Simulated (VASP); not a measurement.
# Ga (Cmce) in VASP: notebook

Runs on Ga. Level: PBE. Tasks: single point.

All numbers are computed with VASP 6.6.1; they aren't measurements. Logs are shortened: lines on timing, memory, paths and dates and some standing lists are left out, and cuts for length are marked.

### 1 The cell of the first run

The structure is orthorhombic, space group Cmce (No. 64). The conventional cell has a = 4.431 Å, b = 7.505 Å, c = 4.432 Å, α = 90.00°, β = 90.00°, γ = 90.00°. Ga (site symmetry m) has 7 Ga at 2.43 to 2.73 Å within 3.2 Å.

### 2 Single point, PBE

Contents of INCAR:

```
PREC = Accurate
ENCUT = 520
EDIFF = 1E-6
ISMEAR = -1
SIGMA = 0.05
LREAL = False
LASPH = True
NELM = 60
ALGO = Fast
ISIF = 2
LWAVE = False
LCHARG = False
GGA = PE
NBANDS = 34
```

Contents of KPOINTS:

```
Automatic mesh
0
Gamma
  7 7 6
```

Contents of POSCAR:

```
Ga
1.0
    2.2153339849     -3.7523045894      0.0000000000
    2.2153339849      3.7523045894      0.0000000000
    0.0000000000      0.0000000000      4.4316475558
Ga
4
Direct
    0.3451000000      0.6549000000      0.4190000000
    0.1549000000      0.8451000000      0.9190000000
    0.6549000000      0.3451000000      0.5810000000
    0.8451000000      0.1549000000      0.0810000000
```

Potentials or basis: VASP PAW PBE potentials, release 64 (Ga_d).

Launch:

```bash
cat potpaw_PBE.64/Ga_d/POTCAR > POTCAR
mpirun -np 1 vasp_std > vasp.out
```

OUTCAR:

```text
PREC = Accurate
   ENCUT = 520
   EDIFF = 1E-6
   ISMEAR = -1
   LREAL = False
   LASPH = True
   NELM = 60
   ISIF = 2
   GGA = PE

 ion  position               nearest neighbor table
   1  0.345  0.655  0.419-   3 2.43   2 2.64   2 2.64   4 2.67   4 2.67   3 2.73   3 2.73
   2  0.155  0.845  0.919-   4 2.43   1 2.64   1 2.64   3 2.67   3 2.67   4 2.73   4 2.73
   3  0.655  0.345  0.581-   1 2.43   4 2.64   4 2.64   2 2.67   2 2.67   1 2.73   1 2.73
   4  0.845  0.155  0.081-   2 2.43   3 2.64   3 2.64   1 2.67   1 2.67   2 2.73   2 2.73

  LATTYP: Found a base centered orthorhombic cell.
 ALAT       =     4.4306679698
 B/A-ratio  =     1.6937873093
 C/A-ratio  =     1.0002210922

  Lattice vectors:

 A1 = (   2.2153339849,  -3.7523045894,   0.0000000000)
 A2 = (   2.2153339849,   3.7523045894,   0.0000000000)
 A3 = (   0.0000000000,   0.0000000000,   4.4316475558)

Analysis of symmetry for initial positions (statically):
=====================================================================
 Subroutine PRICEL returns:
 Original cell was already a primitive cell.

 Routine SETGRP: Setting up the symmetry group for a
 base centered orthorhombic supercell.

 Subroutine GETGRP returns: Found  8 space group operations
 (whereof  4 operations were pure point group operations)
 out of a pool of  8 trial point group operations.

The static configuration has the point symmetry C_2h.
 The point group associated with its full space group is D_2h.

Analysis of symmetry for dynamics (positions and initial velocities):
=====================================================================
 Subroutine PRICEL returns:
 Original cell was already a primitive cell.

 Routine SETGRP: Setting up the symmetry group for a
 base centered orthorhombic supercell.

 Subroutine GETGRP returns: Found  8 space group operations
 (whereof  4 operations were pure point group operations)
 out of a pool of  8 trial point group operations.

The dynamic configuration has the point symmetry C_2h.
 The point group associated with its full space group is D_2h.

 Subroutine INISYM returns: Found  8 space group operations
 (whereof  4 operations are pure point group operations),
 and found     1 'primitive' translations

----------------------------------------------------------------------------------------

                                     Primitive cell

  volume of cell :      73.6771

  direct lattice vectors                    reciprocal lattice vectors
     2.215333985 -3.752304589  0.000000000     0.225699603 -0.133251443  0.000000000
     2.215333985  3.752304589  0.000000000     0.225699603  0.133251443  0.000000000
     0.000000000  0.000000000  4.431647556     0.000000000  0.000000000  0.225649713

  length of vectors
     4.357464216  4.357464216  4.431647556     0.262099709  0.262099709  0.225649713

  position of ions in fractional coordinates (direct lattice)
     0.345100000  0.654900000  0.419000000
     0.154900000  0.845100000  0.919000000
     0.654900000  0.345100000  0.581000000
     0.845100000  0.154900000  0.081000000

  ion indices of the primitive-cell ions
   primitive index   ion index
                 1           1
                 2           2
                 3           3
                 4           4

----------------------------------------------------------------------------------------

 KPOINTS: Automatic mesh

Automatic generation of k-mesh.
 Grid dimensions read from file:
 generate k-points for:    7    7    6

 Generating k-lattice:

  Cartesian coordinates                     Fractional coordinates (reciprocal lattice)
     0.032242800 -0.019035920  0.000000000     0.142857143  0.000000000  0.000000000
     0.032242800  0.019035920  0.000000000     0.000000000  0.142857143  0.000000000
     0.000000000  0.000000000  0.037608286     0.000000000  0.000000000  0.166666667

  Length of vectors
     0.037442816  0.037442816  0.037608286

  Shift w.r.t. Gamma in fractional coordinates (k-lattice)
     0.000000000  0.000000000  0.000000000

 Subroutine IBZKPT returns following result:
 ===========================================

 Found     64 irreducible k-points:

 Following reciprocal coordinates:
            Coordinates               Weight
  0.000000  0.000000  0.000000      1.000000
  0.142857  0.000000  0.000000      4.000000
  0.285714  0.000000  0.000000      4.000000
  0.428571  0.000000  0.000000      4.000000
  0.142857  0.142857  0.000000      2.000000
  0.285714  0.142857  0.000000      4.000000
[... 16 lines left out ...]
  0.428571  0.142857  0.166667      8.000000
 -0.428571  0.142857  0.166667      8.000000
 [... further k-points ...]
   k-points           NKPTS =     64   k-points in BZ     NKDIM =     64   number of bands    NBANDS=     34
   number of dos      NEDOS =    301   number of ions     NIONS =      4
   total plane-waves  NPLWV =  36864
   dimension x,y,z NGX =    32 NGY =   32 NGZ =   36
   dimension x,y,z NGXF=    64 NGYF=   64 NGZF=   72
   ions per type =               4
   NGX,Y,Z   is equivalent  to a cutoff of  12.21, 12.21, 13.50 a.u.
   NGXF,Y,Z  is equivalent  to a cutoff of  24.42, 24.42, 27.01 a.u.
 SYSTEM =  unknown system
   PREC   = accura    normal or accurate (medium, high low for compatibility)
   ISTART =      0    job   : 0-new  1-cont  2-samecut
   ICHARG =      2    charge: 1-file 2-atom 10-const
   ISPIN  =      1    spin polarized calculation?
   LNONCOLLINEAR =      F non collinear calculations
   LSORBIT =      F    spin-orbit coupling
   LASPH  =      T    aspherical Exc in radial PAW
   ENCUT  =  520.0 eV  38.22 Ry    6.18 a.u.   8.10  8.10  8.24*2*pi/ulx,y,z
   NELM   =     60;   NELMIN=  2; NELMDL= -5     # of ELM steps
   EDIFF  = 0.1E-05   stopping-criterion for ELM
   LREAL  =      F    real-space projection
   EDIFFG = 0.1E-04   stopping-criterion for IOM
   NSW    =      0    number of steps for IOM
   IBRION =     -1    ionic relax: 0-MD 1-quasi-New 2-CG
   NFREE  =      0    steps in history (QN), initial steepest desc. (CG)
   ISIF   =      2    stress and relaxation
   ISYM   =      2    0-nonsym 1-usesym 2-fastsym
   POTIM  = 0.5000    time-step for ionic-motion
   TEBEG  =    0.0;   TEEND  =   0.0 temperature during run
   PSTRESS=    0.0 pullay stress
   NELECT =      52.0000    total number of electrons
   NUPDOWN=      -1.0000    fix difference up-down
   EMIN   =  10.00;   EMAX   =-10.00  energy-range for DOS
   EFERMI =   0.00;   METHOD = LEGACY
   ISMEAR =    -1;   SIGMA  =   0.05  broadening in eV -4-tet -1-fermi 0-gaus
   EFERMI_NEDOS =   21; number of points for ismear=-14 and -15
   IALGO  =     68    algorithm
   IMIX   =      4    mixing-type and parameters
     AMIX     =   0.40;   BMIX     =  1.00
     AMIX_MAG =   1.60;   BMIX_MAG =  1.00
  volume/ion in A,a.u.               =      18.42       124.30
  Fermi-wavevector in a.u.,A,eV,Ry     =   1.457578  2.754423 28.906031  2.124533
  Thomas-Fermi vector in A             =   2.574363
   LORBIT       =      0    0 simple, 1 ext, 2 COOP (PROOUT), +10 PAW based schemes
   GGA     = PE    functional components
   LHFCALC =     F    Hartree Fock is set to
   AEXX    =    0.0000 exact exchange contribution
   IVDW    =     0    specifies the selected vdW correction
   LEPSILON=     F    determine dielectric tensor
   LRPA    =     F    only Hartree local field effects (RPA)
 non-spin polarized calculation
 RMM-DIIS sequential band-by-band and
  energy-cutoff  :      520.00
  volume of cell :       73.68
 maximum number of plane-waves:      2004
   NGX = 17   NGY = 17   NGZ = 17

 number of electron      52.0000020 magnetization

 Free energy of the ion-electron system (eV)
  ---------------------------------------------------
  ext. energy  EPLUGINS =         0.00000000
  ---------------------------------------------------
  free energy    TOTEN  =       -11.48161247 eV

  energy without entropy =      -11.47408363  energy(sigma->0) =      -11.47784805

 E-fermi :   5.6689     XC(G=0): -10.9550

 val. band max:        5.6673140465   @ k =   0.2857   0.2857   0.0000
 cond. band min:       5.6770144179   @ k =   0.4286   0.4286   0.1667
 fundamental gap:      0.0097003715
 Fermi energy:         5.6688654958

 k-point     1 :       0.0000    0.0000    0.0000
  band No.  band energies     occupation
      1      -9.6642      2.00000
      2      -9.6606      2.00000
      3      -9.6280      2.00000
      4      -9.6040      2.00000
      5      -9.5713      2.00000
      6      -9.5471      2.00000
[... 26 lines left out ...]
     33      12.6528      0.00000
     34      13.3133      0.00000

 k-point     2 :       0.1429    0.0000    0.0000
  band No.  band energies     occupation
      1      -9.6679      2.00000
      2      -9.6505      2.00000
      3      -9.6328      2.00000
      4      -9.6140      2.00000
      5      -9.5587      2.00000
      6      -9.5387      2.00000
[... 26 lines left out ...]
     33      12.4603      0.00000
     34      13.4209      0.00000

 k-point     3 :       0.2857    0.0000    0.0000
  band No.  band energies     occupation
      1      -9.6627      2.00000
      2      -9.6472      2.00000
      3      -9.6364      2.00000
      4      -9.6188      2.00000
      5      -9.5598      2.00000
      6      -9.5349      2.00000
[... 26 lines left out ...]
     33      11.7820      0.00000
     34      13.0779      0.00000

 k-point     4 :       0.4286    0.0000    0.0000
  band No.  band energies     occupation
      1      -9.6596      2.00000
      2      -9.6508      2.00000
      3      -9.6298      2.00000
      4      -9.5968      2.00000
      5      -9.5780      2.00000
      6      -9.5715      2.00000
[... 26 lines left out ...]
     33      12.2066      0.00000
     34      13.4557      0.00000

 k-point     5 :       0.1429    0.1429    0.0000
  band No.  band energies     occupation
      1      -9.6656      2.00000
      2      -9.6547      2.00000
      3      -9.6349      2.00000
      4      -9.6184      2.00000
      5      -9.5342      2.00000
      6      -9.5341      2.00000
[... 621 lines left out ...]
 k-point    22 :       0.2857    0.1429    0.1667
  band No.  band energies     occupation
      1      -9.6971      2.00000
      2      -9.6425      2.00000
      3      -9.6381      2.00000
      4      -9.5995      2.00000
      5      -9.5786      2.00000
      6      -9.5306      2.00000
[... 26 lines left out ...]
     33      12.5073      0.00000
     34      13.8542      0.00000

 k-point    23 :       0.4286    0.1429    0.1667
  band No.  band energies     occupation
      1      -9.6989      2.00000
      2      -9.6521      2.00000
      3      -9.6243      2.00000
      4      -9.6035      2.00000
      5      -9.5824      2.00000
      6      -9.5397      2.00000
[... 26 lines left out ...]
     33      13.5788      0.00000
     34      14.8011      0.00000

 k-point    24 :      -0.4286    0.1429    0.1667
  band No.  band energies     occupation
      1      -9.6885      2.00000
      2      -9.6663      2.00000
      3      -9.6197      2.00000
      4      -9.5988      2.00000
      5      -9.5873      2.00000
      6      -9.5412      2.00000
[... 26 lines left out ...]
     33      13.2752      0.00000
     34      14.1339      0.00000

 [... further k-points ...]
[... 5 lines left out ...]
  --------------------------------------------------------------------------------------
  -------------------------------------------------------------------------------------
  Total        2.1616409      3.3032655      2.9722550      0.0000000      0.0000000      0.0000000
  in kB       47.0069014     71.8325950     64.6344632      0.0000000      0.0000000      0.0000000
  external PRESSURE =      61.1579865 kB  Pullay stress =       0.0000000 kB

 VOLUME and BASIS-vectors are now :
 -----------------------------------------------------------------------------
  energy-cutoff  :      520.00
  volume of cell :       73.68
      direct lattice vectors                 reciprocal lattice vectors
     2.215333985 -3.752304589  0.000000000     0.225699603 -0.133251443  0.000000000
     2.215333985  3.752304589  0.000000000     0.225699603  0.133251443  0.000000000
     0.000000000  0.000000000  4.431647556     0.000000000  0.000000000  0.225649713

 POSITION                                       TOTAL-FORCE (eV/Angst)
 -----------------------------------------------------------------------------------
      2.21533      1.16246      1.85686         0.000000      0.089636     -0.059715
      2.21533      2.58984      4.07268         0.000000     -0.089636     -0.059715
      2.21533     -1.16246      2.57479         0.000000     -0.089636      0.059715
      2.21533     -2.58984      0.35896         0.000000      0.089636      0.059715
 -----------------------------------------------------------------------------------
    total drift:                               -0.000000     -0.000000      0.000000

  FREE ENERGIE OF THE ION-ELECTRON SYSTEM (eV)
  ---------------------------------------------------
  free  energy   TOTEN  =       -11.4816124652 eV

  energy  without entropy=      -11.4740836305  energy(sigma->0) =      -11.47784805
```

Run time: 72 s. Hardware: 1 thread of Intel Xeon Platinum 8559C (Emerald Rapids), shared host; peak memory 0.26 GiB.

What came out:

```
Free energy            : -11.4816 eV
Pressure               : 6.1 GPa
Largest force          : 0.108 eV/Å
Band gap on the k mesh : zero (band 26 reaches 6.02 eV, above the bottom of band 27 at 4.71 eV)
```

Forces on the atoms (eV/Å):
```
Ga   0.000  0.090 -0.060
Ga   0.000 -0.090 -0.060
Ga   0.000 -0.090  0.060
Ga   0.000  0.090  0.060
```

Stress tensor (GPa, compression positive):
```
4.70 0.00 0.00
0.00 7.18 0.00
0.00 0.00 6.46
```

Levels at points of the mesh, in eV from the Fermi level:
```tsv
k point	band 22	band 23	band 24	band 25	band 26	band 27	band 28	band 29	band 30	band 31
(0.00, 0.00, 0.00)	-4.33	-3.91	-1.89	-1.68	-0.93	0.82	0.95	1.00	5.31	5.53
(0.00, 0.00, 0.50)	-9.61	-0.08	-0.08	-0.07	-0.07	0.03	0.03	2.13	2.13	3.84
```

(Continued in part 2 of 2.)
